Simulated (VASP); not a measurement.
Set up this calculation in VASP 6.6.1, as the native input.

```
Task                   : single point
Functional             : PBE
Potentials or basis    : VASP PAW PBE potentials, release 64 (Al, N)
Cutoff                 : 520 eV
k mesh                 : 6 × 6 × 6
Occupations            : gaussian, width 0.01 eV
Spin                   : no spin polarisation
Dipole correction      : no
Further INCAR settings : ALGO = Normal; EDIFF = 1e-06; NBANDS = 11
```

The structure of AlN lies in POSCAR:

```
AlN
1.0
    0.0000000000      2.0390571358      2.0390571358
    2.0390571358      0.0000000000      2.0390571358
    2.0390571358      2.0390571358      0.0000000000
Al N
1 1
Direct
    0.0000000000      0.0000000000      0.0000000000
    0.5000000000      0.5000000000      0.5000000000
```

This cell differs from its parent crystal: strain +1.0%.

These files were run (other wordings do the same):

INCAR

```
SYSTEM = AlN
PREC = Accurate
ENCUT = 520
EDIFF = 1E-6
ISMEAR = 0
SIGMA = 0.01
LREAL = .FALSE.
LASPH = .TRUE.
NELM = 60
ALGO = Normal
ISIF = 2
LWAVE = .FALSE.
LCHARG = .FALSE.
GGA = PE
NBANDS = 11
```

KPOINTS

```
regular mesh
0
G
  6 6 6
  0 0 0
```

Potentials or basis: VASP PAW PBE potentials, release 64 (Al, N).

Command:

```sh
$ cat potpaw_PBE.64/Al/POTCAR potpaw_PBE.64/N/POTCAR > POTCAR
$ mpirun -np 1 vasp_std > vasp.out
```

Results of the run:

* Pressure: -1.7 GPa
* Band gap on the k mesh: 4.36 eV, indirect (least direct gap 5.31 eV)

Caveat: the k points lie up to 0.44 Å⁻¹ apart; the cell differs from its parent crystal (strain +1.0%).

Wall time 3 s on 1 thread of Intel Xeon 6975P-C, with other jobs on the host, peak memory 0.13 GiB.
